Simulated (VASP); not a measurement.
# Ga (P6_3/mmc) in VASP: notebook, part 2 of 2

VASP 6.6.1. The steps go on from the part before.

**3. Single point, PBEsol**

This run uses another cell than the first one, of 21.31 Å³/atom.

Input file INCAR:

```
SYSTEM = Ga
PREC     = Accurate       ! precision mode
ENCUT    = 520            ! plane-wave cutoff, eV
EDIFF    = 1E-7           ! SCF threshold, eV
ISMEAR   = 0              ! smearing method
SIGMA    = 0.1            ! smearing width, eV
LREAL    = .False.        ! projectors in reciprocal space
LASPH    = .True.         ! aspherical terms in the spheres
NELM     = 80             ! most SCF steps
ALGO     = Normal         ! electronic algorithm
ISIF     = 2              ! what is computed and relaxed
LWAVE    = .False.        ! write WAVECAR
LCHARG   = .False.        ! write CHGCAR
GGA      = PS             ! functional
NBANDS   = 34             ! bands
```

Input file KPOINTS:

```
regular mesh
0
Gamma
  6 6 2
  0 0 0
```

Input file POSCAR:

```
Ga
1.0
    4.4091343494      0.0000000000      0.0000000000
   -2.2045671747      3.8184223553      0.0000000000
    0.0000000000      0.0000000000      5.0637171322
Ga
4
Direct
    0.0000000000      0.0000000000      0.2500000000
    0.0000000000      0.0000000000      0.7500000000
    0.3333333333      0.6666666667      0.7500000000
    0.6666666667      0.3333333333      0.2500000000
```

Potentials or basis: VASP PAW PBE potentials, release 64 (Ga_d).

The run is started by

```sh
$ cat potpaw_PBE.64/Ga_d/POTCAR > POTCAR
$ mpirun -np 1 vasp_std > vasp.out
```

Wall time 30 s (1 thread of Intel Xeon 6975P-C (Granite Rapids), shared host); peak memory 0.21 GiB.

Results (log left out):

```yaml
Free_energy: -13.0308 eV
Pressure: 0.0 GPa
Band_gap_on_the_k_mesh: zero (bands 26 and 27 overlap by 1.57 eV)
```

Stress tensor (GPa, compression positive):
```
 0.05  0.00  0.00
 0.00  0.05  0.00
 0.00  0.00 -0.18
```

Levels at points of the mesh, in eV from the Fermi level:
```tsv
k point	band 23	band 24	band 25	band 26	band 27	band 28	band 29	band 30
(0.00, 0.00, 0.00)	-3.75	-0.99	-0.62	-0.62	0.83	0.83	1.80	3.97
(0.50, 0.00, 0.00)	-4.12	-3.07	-2.53	-2.05	0.21	0.83	1.50	3.48
(0.00, 0.00, 0.50)	-0.24	-0.24	0.44	0.44	0.44	0.44	2.21	2.21
(0.50, 0.00, 0.50)	-5.83	-5.83	-1.07	-1.07	0.07	0.07	4.40	4.40
```

Caveat: the k points lie up to 0.62 Å⁻¹ apart, too coarse for converged energies and pressures of a metal; the PAW data sets were made with another functional, which shifts forces and pressure a little.

**4. Single point, PBEsol**

This run uses another cell than the first one, of 21.38 Å³/atom.

Input file INCAR:

```
SYSTEM = Ga
PREC = Accurate
ENCUT = 520
EDIFF = 1E-6
ISMEAR = 0
SIGMA = 0.1
LREAL = .False.
LASPH = .True.
NELM = 80
ALGO = Normal
ISIF = 2
LWAVE = .False.
LCHARG = .False.
GGA = PS
NBANDS = 34
```

Input file KPOINTS:

```
Automatic mesh
0
Gamma
  6 6 4
  0 0 0
```

Input file POSCAR:

```
Ga
1.0
    4.3751317541      0.0000000000      0.0000000000
   -2.1875658771      3.7889752440      0.0000000000
    0.0000000000      0.0000000000      5.1588599867
Ga
4
Direct
    0.0000000000      0.0000000000      0.2500000000
    0.0000000000      0.0000000000      0.7500000000
    0.3333333333      0.6666666667      0.7500000000
    0.6666666667      0.3333333333      0.2500000000
```

The run is started by

```sh
$ cat potpaw_PBE.64/Ga_d/POTCAR > POTCAR
$ mpirun -np 1 vasp_std > vasp.out
```

It took 37 s on 1 thread of Intel Xeon 6975P-C (Granite Rapids), shared host; peak memory 0.22 GiB.

It converged, with:

```
Free energy            : -12.6766 eV
Pressure               : -0.2 GPa
Band gap on the k mesh : zero (bands 26 and 27 overlap by 1.74 eV)
```

Stress tensor (GPa, compression positive):
```
-0.33  0.00  0.00
 0.00 -0.33  0.00
 0.00  0.00  0.02
```

Levels at points of the mesh, in eV from the Fermi level:
| k point | band 22 | band 23 | band 24 | band 25 | band 26 | band 27 | band 28 | band 29 | band 30 | band 31 |
| --- | --- | --- | --- | --- | --- | --- | --- | --- | --- | --- |
| (0.00, 0.00, 0.00) | -5.83 | -3.70 | -0.63 | -0.39 | -0.39 | 1.07 | 1.07 | 2.08 | 4.21 | 4.93 |
| (0.50, 0.00, 0.00) | -7.16 | -3.99 | -3.23 | -2.30 | -1.97 | 0.34 | 0.99 | 1.48 | 3.69 | 4.43 |
| (0.00, 0.00, 0.50) | -9.09 | 0.05 | 0.05 | 0.62 | 0.62 | 0.62 | 0.62 | 2.22 | 2.22 | 4.03 |
| (0.50, 0.00, 0.50) | -7.21 | -5.68 | -5.68 | -0.92 | -0.92 | 0.35 | 0.35 | 4.21 | 4.21 | 6.50 |

Caveat: the PAW data sets were made with another functional, which shifts forces and pressure a little.

**5. Relaxation of cell and atoms, PBEsol**

Input file INCAR:

```
SYSTEM = Ga
ALGO = Normal ; EDIFF = 1E-6
EDIFFG = -0.04 ; ENCUT = 600
GGA = PS ; IBRION = 2
ISIF = 3 ; ISMEAR = 0
LASPH = .True. ; LCHARG = .False.
LREAL = .False. ; LWAVE = .False.
NELM = 80 ; NSW = 90
PREC = Accurate ; SIGMA = 0.1
```

Input file KPOINTS:

```
k-points
0
Gamma
  6 6 2
  0 0 0
```

Input file POSCAR:

```
Ga
1.0
    3.2727731804      0.0000000000      0.0000000000
   -1.6363865902      2.8343047150      0.0000000000
    0.0000000000      0.0000000000      8.9136505320
Ga
4
Direct
    0.0000000000      0.0000000000      0.2500000000
    0.0000000000      0.0000000000      0.7500000000
    0.3333333333      0.6666666667      0.7500000000
    0.6666666667      0.3333333333      0.2500000000
```

The run is started by

```sh
$ cat potpaw_PBE.64/Ga_d/POTCAR > POTCAR
$ mpirun -np 1 vasp_std > vasp.out
```

Run time: 8.8 min. Hardware: 1 thread of Intel Xeon 6975P-C (Granite Rapids), shared host; peak memory 0.24 GiB.

The run converged. Its results:

```
Free energy                           : -12.9942 eV
Relaxed volume                        : 21.20 Å³/atom
Relaxed cell                          : a = 4.400 Å, b = 4.400 Å, c = 5.059 Å, α = 90.00°, β = 90.00°, γ = 120.00°
Space group after relaxing (to 0.1 Å) : P6_3/mmc (No. 194)
Energy gained by relaxing             : 3697.7 meV/atom
Ionic steps                           : 24
Pressure after relaxing               : -0.1 GPa
Band gap on the k mesh                : zero (bands 26 and 27 overlap by 1.58 eV)
```

Stress tensor (GPa, compression positive):
```
-0.02  0.00  0.00
 0.00 -0.02  0.00
 0.00  0.00 -0.12
```

The path:
```
step  energy change (eV)  largest force (eV/Å)  pressure (GPa)  volume (Å³)
   1              0.0000                0.0000           83.10        82.68
   2             -6.5271                0.0000          -12.51       259.80
   3            -12.2464                0.0000           -3.37       153.78
   4            -12.3370                0.0000           -2.86       149.51
   5            -12.4261                0.0000           -0.05       136.54
   6            -12.4372                0.0000           -1.13       140.24
   7            -12.4373                0.0000           -0.74       138.94
   8            -12.5037                0.0000           -0.86       135.53
   9            -12.6976                0.0000           -1.13       127.92
  10            -13.2576                0.0000           -1.70       112.64
  11            -14.7148                0.0000            2.27        81.78
  12            -14.4788                0.0000            8.76        74.52
  13            -14.7239                0.0000            2.94        80.63
  14            -14.7459                0.0000            2.62        81.08
  15            -14.7586                0.0000            2.62        80.93
  16            -14.7874                0.0000            0.98        83.69
  17            -14.7895                0.0000           -0.18        85.34
  18            -14.7900                0.0000            0.03        85.00
  19            -14.7900                0.0000           -0.01        84.92
  20            -14.7895                0.0000            0.50        84.30
  21            -14.7900                0.0000           -0.14        84.84
  22            -14.7899                0.0000            0.29        84.57
  23            -14.7900                0.0000            0.12        84.72
  24            -14.7907                0.0000           -0.05        84.80
```

Final structure:
```
Ga
1.0
     4.39969    0.00000    0.00000
    -2.19984    3.81024    0.00000
     0.00000    0.00000    5.05877
Ga
4
Direct
  0.00000 0.00000 0.25000
  0.00000 0.00000 0.75000
  0.33333 0.66667 0.75000
  0.66667 0.33333 0.25000
```

Levels at points of the mesh, in eV from the Fermi level:
| k point | band 23 | band 24 | band 25 | band 26 | band 27 | band 28 | band 29 | band 30 |
| --- | --- | --- | --- | --- | --- | --- | --- | --- |
| (0.00, 0.00, 0.00) | -3.78 | -0.95 | -0.63 | -0.63 | 0.83 | 0.83 | 1.83 | 3.99 |
| (0.50, 0.00, 0.00) | -4.12 | -3.08 | -2.54 | -2.06 | 0.20 | 0.83 | 1.50 | 3.49 |
| (0.00, 0.00, 0.50) | -0.21 | -0.21 | 0.44 | 0.44 | 0.44 | 0.44 | 2.22 | 2.22 |
| (0.50, 0.00, 0.50) | -5.85 | -5.85 | -1.08 | -1.08 | 0.07 | 0.07 | 4.41 | 4.41 |

Caveat: the k points lie up to 0.62 Å⁻¹ apart in the final cell, too coarse for converged energies and pressures of a metal; a cell axis changed by over 15 % at a fixed basis, so the end point is rough; the PAW data sets were made with another functional, which shifts forces and pressure a little.

**6. Overview**

| task | cell | k mesh | cutoff (eV) | gap on the mesh (eV) | pressure (GPa) |
| --- | --- | --- | --- | --- | --- |
| single point | a = 3.273, b = 3.273, c = 8.914 Å, angles 90.0, 90.0, 120.0°, 4 atoms | 6 × 6 × 2 | 520 | none | 83.1 |
| single point | a = 4.409, b = 4.409, c = 5.064 Å, angles 90.0, 90.0, 120.0°, 4 atoms | 6 × 6 × 2 | 520 | none | 0.0 |
| single point | a = 4.375, b = 4.375, c = 5.159 Å, angles 90.0, 90.0, 120.0°, 4 atoms | 6 × 6 × 4 | 520 | none | -0.2 |
| relaxation of cell and atoms | relaxed from a = 3.273, b = 3.273, c = 8.914 Å, angles 90.0, 90.0, 120.0°, 4 atoms | 6 × 6 × 2 | 600 | none | -0.1 |

Alike in all rows: level PBEsol; potentials or basis VASP PAW PBE potentials, release 64 (Ga_d); no spin polarisation; smearing gaussian 0.1 eV.

Caveats: some runs use coarse meshes; the PAW data sets were made with another functional, which shifts forces and pressure a little; a cell axis changed by over 15 % at a fixed basis, so the end point is rough (at least some runs).

Total energies depend on the potentials used, so only differences within one code and one set of settings carry meaning.
